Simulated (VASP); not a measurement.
# NaF (Fm-3m) in VASP: single point with PBE

Aim: the single point of NaF with PBE.

All numbers are computed with VASP 6.6.1; they aren't measurements. Logs are shortened: lines on timing, memory, paths and dates and some standing lists are left out, and cuts for length are marked.

### Step 1. The cell of the first run

It takes space group Fm-3m (No. 225, cubic). Conventional cell: a = 4.572 Å, b = 4.572 Å, c = 4.572 Å, α = 90.00°, β = 90.00°, γ = 90.00°. Within 3.0 Å of Na (site symmetry m-3m) lie 6 F at 2.29 Å. Within 3.0 Å of F (site symmetry m-3m) lie 6 Na at 2.29 Å.

### Step 2. Single point, PBE

The input, INCAR:

```
SYSTEM = NaF
ALGO = Normal
EDIFF = 1E-6
ENCUT = 520
GGA = PE
ISIF = 2
ISMEAR = -1
LASPH = .True.
LCHARG = .False.
LREAL = .False.
LWAVE = .False.
NBANDS = 14
NELM = 80
PREC = Accurate
SIGMA = 0.03
```

The input, KPOINTS:

```
k-points
0
Gamma
  11 11 11
  0 0 0
```

The input, POSCAR:

```
NaF
1.0
    0.0000000000      2.2858943317      2.2858943317
    2.2858943317      0.0000000000      2.2858943317
    2.2858943317      2.2858943317      0.0000000000
Na F
1 1
Direct
    0.0000000000      0.0000000000      0.0000000000
    0.5000000000      0.5000000000      0.5000000000
```

Potentials or basis: VASP PAW PBE potentials, release 64 (Na_pv, F).

On the command line:

```bash
$ cat potpaw_PBE.64/Na_pv/POTCAR potpaw_PBE.64/F/POTCAR > POTCAR
$ mpirun -np 1 vasp_std > vasp.out
```

OUTCAR:

```text
SYSTEM = NaF
   EDIFF = 1E-6
   ENCUT = 520
   GGA = PE
   ISIF = 2
   ISMEAR = -1
   LASPH = .True.
   LREAL = .False.
   NELM = 80
   PREC = Accurate

 ion  position               nearest neighbor table
   1  0.000  0.000  0.000-   2 2.29   2 2.29   2 2.29   2 2.29   2 2.29   2 2.29
   2  0.500  0.500  0.500-   1 2.29   1 2.29   1 2.29   1 2.29   1 2.29   1 2.29

  LATTYP: Found a face centered cubic cell.
 ALAT       =     4.5717886634

  Lattice vectors:

 A1 = (   0.0000000000,   2.2858943317,   2.2858943317)
 A2 = (   2.2858943317,   0.0000000000,   2.2858943317)
 A3 = (   2.2858943317,   2.2858943317,   0.0000000000)

Analysis of symmetry for initial positions (statically):
=====================================================================
 Subroutine PRICEL returns:
 Original cell was already a primitive cell.

 Routine SETGRP: Setting up the symmetry group for a
 face centered cubic supercell.

 Subroutine GETGRP returns: Found 48 space group operations
 (whereof 48 operations were pure point group operations)
 out of a pool of 48 trial point group operations.

The static configuration has the point symmetry O_h .

Analysis of symmetry for dynamics (positions and initial velocities):
=====================================================================
 Subroutine PRICEL returns:
 Original cell was already a primitive cell.

 Routine SETGRP: Setting up the symmetry group for a
 face centered cubic supercell.

 Subroutine GETGRP returns: Found 48 space group operations
 (whereof 48 operations were pure point group operations)
 out of a pool of 48 trial point group operations.

The dynamic configuration has the point symmetry O_h .

 Subroutine INISYM returns: Found 48 space group operations
 (whereof 48 operations are pure point group operations),
 and found     1 'primitive' translations

----------------------------------------------------------------------------------------

                                     Primitive cell

  volume of cell :      23.8890

  direct lattice vectors                    reciprocal lattice vectors
     0.000000000  2.285894332  2.285894332    -0.218732770  0.218732770  0.218732770
     2.285894332  0.000000000  2.285894332     0.218732770 -0.218732770  0.218732770
     2.285894332  2.285894332  0.000000000     0.218732770  0.218732770 -0.218732770

  length of vectors
     3.232742766  3.232742766  3.232742766     0.378856272  0.378856272  0.378856272

  position of ions in fractional coordinates (direct lattice)
     0.000000000  0.000000000  0.000000000
     0.500000000  0.500000000  0.500000000

  ion indices of the primitive-cell ions
   primitive index   ion index
                 1           1
                 2           2

----------------------------------------------------------------------------------------

 KPOINTS: k-points

Automatic generation of k-mesh.
 Grid dimensions read from file:
 generate k-points for:   11   11   11

 Generating k-lattice:

  Cartesian coordinates                     Fractional coordinates (reciprocal lattice)
    -0.019884797  0.019884797  0.019884797     0.090909091  0.000000000  0.000000000
     0.019884797 -0.019884797  0.019884797     0.000000000  0.090909091  0.000000000
     0.019884797  0.019884797 -0.019884797     0.000000000  0.000000000  0.090909091

  Length of vectors
     0.034441479  0.034441479  0.034441479

  Shift w.r.t. Gamma in fractional coordinates (k-lattice)
     0.000000000  0.000000000  0.000000000

 Subroutine IBZKPT returns following result:
 ===========================================

 Found     56 irreducible k-points:

 Following reciprocal coordinates:
            Coordinates               Weight
  0.000000  0.000000  0.000000      1.000000
  0.090909  0.000000  0.000000      8.000000
  0.181818  0.000000  0.000000      8.000000
  0.272727  0.000000  0.000000      8.000000
  0.363636  0.000000  0.000000      8.000000
  0.454545  0.000000  0.000000      8.000000
[... 16 lines left out ...]
 -0.272727  0.181818  0.000000     24.000000
 -0.181818  0.181818  0.000000     12.000000
 [... further k-points ...]
   k-points           NKPTS =     56   k-points in BZ     NKDIM =     56   number of bands    NBANDS=     14
   number of dos      NEDOS =    301   number of ions     NIONS =      2
   total plane-waves  NPLWV =  13824
   dimension x,y,z NGX =    24 NGY =   24 NGZ =   24
   dimension x,y,z NGXF=    48 NGYF=   48 NGZF=   48
   ions per type =               1   1
   NGX,Y,Z   is equivalent  to a cutoff of  12.34, 12.34, 12.34 a.u.
   NGXF,Y,Z  is equivalent  to a cutoff of  24.68, 24.68, 24.68 a.u.
 SYSTEM =  NaF
   PREC   = accura    normal or accurate (medium, high low for compatibility)
   ISTART =      0    job   : 0-new  1-cont  2-samecut
   ICHARG =      2    charge: 1-file 2-atom 10-const
   ISPIN  =      1    spin polarized calculation?
   LNONCOLLINEAR =      F non collinear calculations
   LSORBIT =      F    spin-orbit coupling
   LASPH  =      T    aspherical Exc in radial PAW
   ENCUT  =  520.0 eV  38.22 Ry    6.18 a.u.   6.01  6.01  6.01*2*pi/ulx,y,z
   NELM   =     80;   NELMIN=  2; NELMDL= -5     # of ELM steps
   EDIFF  = 0.1E-05   stopping-criterion for ELM
   LREAL  =      F    real-space projection
   EDIFFG = 0.1E-04   stopping-criterion for IOM
   NSW    =      0    number of steps for IOM
   IBRION =     -1    ionic relax: 0-MD 1-quasi-New 2-CG
   NFREE  =      0    steps in history (QN), initial steepest desc. (CG)
   ISIF   =      2    stress and relaxation
   ISYM   =      2    0-nonsym 1-usesym 2-fastsym
   POTIM  = 0.5000    time-step for ionic-motion
   TEBEG  =    0.0;   TEEND  =   0.0 temperature during run
   PSTRESS=    0.0 pullay stress
   NELECT =      14.0000    total number of electrons
   NUPDOWN=      -1.0000    fix difference up-down
   EMIN   =  10.00;   EMAX   =-10.00  energy-range for DOS
   EFERMI =   0.00;   METHOD = LEGACY
   ISMEAR =    -1;   SIGMA  =   0.03  broadening in eV -4-tet -1-fermi 0-gaus
   EFERMI_NEDOS =   21; number of points for ismear=-14 and -15
   IALGO  =     38    algorithm
   IMIX   =      4    mixing-type and parameters
     AMIX     =   0.40;   BMIX     =  1.00
     AMIX_MAG =   1.60;   BMIX_MAG =  1.00
  volume/ion in A,a.u.               =      11.94        80.61
  Fermi-wavevector in a.u.,A,eV,Ry     =   1.369992  2.588909 25.536476  1.876878
  Thomas-Fermi vector in A             =   2.495818
   LORBIT       =      0    0 simple, 1 ext, 2 COOP (PROOUT), +10 PAW based schemes
   GGA     = PE    functional components
[... 5 lines left out ...]
 non-spin polarized calculation
  energy-cutoff  :      520.00
  volume of cell :       23.89
 maximum number of plane-waves:       655
   NGX = 13   NGY = 13   NGZ = 13

 number of electron      13.9999998 magnetization

 Free energy of the ion-electron system (eV)
  ---------------------------------------------------
  ext. energy  EPLUGINS =         0.00000000
  ---------------------------------------------------
  free energy    TOTEN  =        -8.54013365 eV

  energy without entropy =       -8.54013365  energy(sigma->0) =       -8.54013365

 E-fermi :  -1.1633     XC(G=0):  -9.3505

 val. band max:       -1.9018455476   @ k =   0.0000   0.0000   0.0000
 cond. band min:       4.6219700620   @ k =   0.0000   0.0000   0.0000
 fundamental gap:      6.5238156096
 Fermi energy:        -1.1632879569

 k-point     1 :       0.0000    0.0000    0.0000
  band No.  band energies     occupation
      1     -21.1464      2.00000
      2     -20.7297      2.00000
      3     -20.7297      2.00000
      4     -20.7297      2.00000
      5      -1.9019      2.00000
      6      -1.9018      2.00000
      7      -1.9018      2.00000
      8       4.6220      0.00000
      9      17.3653      0.00000
     10      17.3653      0.00000
     11      17.3654      0.00000
     12      20.3118      0.00000
     13      22.5357      0.00000
     14      22.5357      0.00000

 k-point     2 :       0.0909    0.0000    0.0000
  band No.  band energies     occupation
      1     -21.2507      2.00000
      2     -20.7307      2.00000
      3     -20.7307      2.00000
      4     -20.6128      2.00000
      5      -2.0752      2.00000
      6      -1.9243      2.00000
      7      -1.9243      2.00000
      8       4.9287      0.00000
      9      16.2367      0.00000
     10      17.5045      0.00000
     11      17.5045      0.00000
     12      21.6122      0.00000
     13      22.2082      0.00000
     14      22.2082      0.00000

 k-point     3 :       0.1818    0.0000    0.0000
  band No.  band energies     occupation
      1     -21.4246      2.00000
      2     -20.7336      2.00000
      3     -20.7336      2.00000
      4     -20.4065      2.00000
      5      -2.4910      2.00000
      6      -1.9840      2.00000
      7      -1.9840      2.00000
      8       5.7342      0.00000
      9      14.6072      0.00000
     10      17.8704      0.00000
     11      17.8704      0.00000
     12      21.6428      0.00000
     13      21.6428      0.00000
     14      23.0125      0.00000

 k-point     4 :       0.2727    0.0000    0.0000
  band No.  band energies     occupation
      1     -21.5772      2.00000
      2     -20.7374      2.00000
      3     -20.7373      2.00000
      4     -20.2100      2.00000
      5      -2.9607      2.00000
      6      -2.0611      2.00000
      7      -2.0611      2.00000
      8       6.8184      0.00000
      9      13.1878      0.00000
     10      18.2983      0.00000
     11      18.2983      0.00000
     12      21.2880      0.00000
     13      21.2880      0.00000
     14      23.0112      0.00000

 k-point     5 :       0.3636    0.0000    0.0000
  band No.  band energies     occupation
      1     -21.6859      2.00000
      2     -20.7408      2.00000
      3     -20.7408      2.00000
      4     -20.0601      2.00000
      5      -3.3422      2.00000
      6      -2.1309      2.00000
      7      -2.1309      2.00000
      8       7.9766      0.00000
      9      12.0033      0.00000
     10      18.5693      0.00000
     11      18.5693      0.00000
[... 276 lines left out ...]
 k-point    22 :      -0.3636    0.1818    0.0000
  band No.  band energies     occupation
      1     -21.6238      2.00000
      2     -20.7873      2.00000
      3     -20.7473      2.00000
      4     -20.0808      2.00000
      5      -3.3159      2.00000
      6      -2.4445      2.00000
      7      -2.1975      2.00000
      8       9.3469      0.00000
      9      11.5561      0.00000
     10      16.0332      0.00000
     11      18.8436      0.00000
     12      20.0878      0.00000
     13      21.6592      0.00000
     14      25.3908      0.00000

 k-point    23 :      -0.2727    0.1818    0.0000
  band No.  band energies     occupation
      1     -21.6017      2.00000
      2     -20.7828      2.00000
      3     -20.7396      2.00000
      4     -20.1242      2.00000
      5      -3.1640      2.00000
      6      -2.3661      2.00000
      7      -2.1421      2.00000
      8       8.2772      0.00000
      9      12.3725      0.00000
     10      16.3093      0.00000
     11      19.2438      0.00000
     12      20.4341      0.00000
     13      20.8469      0.00000
     14      25.3226      0.00000

 k-point    24 :      -0.1818    0.1818    0.0000
  band No.  band energies     occupation
      1     -21.5542      2.00000
      2     -20.7681      2.00000
      3     -20.7337      2.00000
      4     -20.2086      2.00000
      5      -2.9413      2.00000
      6      -2.2227      2.00000
      7      -2.0738      2.00000
      8       7.1907      0.00000
      9      13.1696      0.00000
     10      16.8684      0.00000
     11      19.2494      0.00000
     12      19.8818      0.00000
     13      21.5123      0.00000
     14      25.0013      0.00000

 [... further k-points ...]
[... 5 lines left out ...]
  --------------------------------------------------------------------------------------
  -------------------------------------------------------------------------------------
  Total        0.6628459      0.6628459      0.6628459      0.0000000     -0.0000000      0.0000000
  in kB       44.4554219     44.4554219     44.4554219      0.0000000     -0.0000000      0.0000000
  external PRESSURE =      44.4554219 kB  Pullay stress =       0.0000000 kB

 VOLUME and BASIS-vectors are now :
 -----------------------------------------------------------------------------
  energy-cutoff  :      520.00
  volume of cell :       23.89
      direct lattice vectors                 reciprocal lattice vectors
     0.000000000  2.285894332  2.285894332    -0.218732770  0.218732770  0.218732770
     2.285894332  0.000000000  2.285894332     0.218732770 -0.218732770  0.218732770
     2.285894332  2.285894332  0.000000000     0.218732770  0.218732770 -0.218732770

 POSITION                                       TOTAL-FORCE (eV/Angst)
 -----------------------------------------------------------------------------------
      0.00000      0.00000      0.00000         0.000000     -0.000000     -0.000000
      2.28589      2.28589      2.28589        -0.000000      0.000000      0.000000
 -----------------------------------------------------------------------------------
    total drift:                                0.000000     -0.000000      0.000000

  FREE ENERGIE OF THE ION-ELECTRON SYSTEM (eV)
  ---------------------------------------------------
  free  energy   TOTEN  =        -8.5401336462 eV

  energy  without entropy=       -8.5401336462  energy(sigma->0) =       -8.54013365
```

Run time: 18 s. Hardware: 1 thread of AMD EPYC 7R13 (Zen 3), shared host; peak memory 0.11 GiB.

What came out:

- Free energy: -8.5401 eV
- Pressure: 4.4 GPa
- Band gap on the k mesh: 6.52 eV, direct
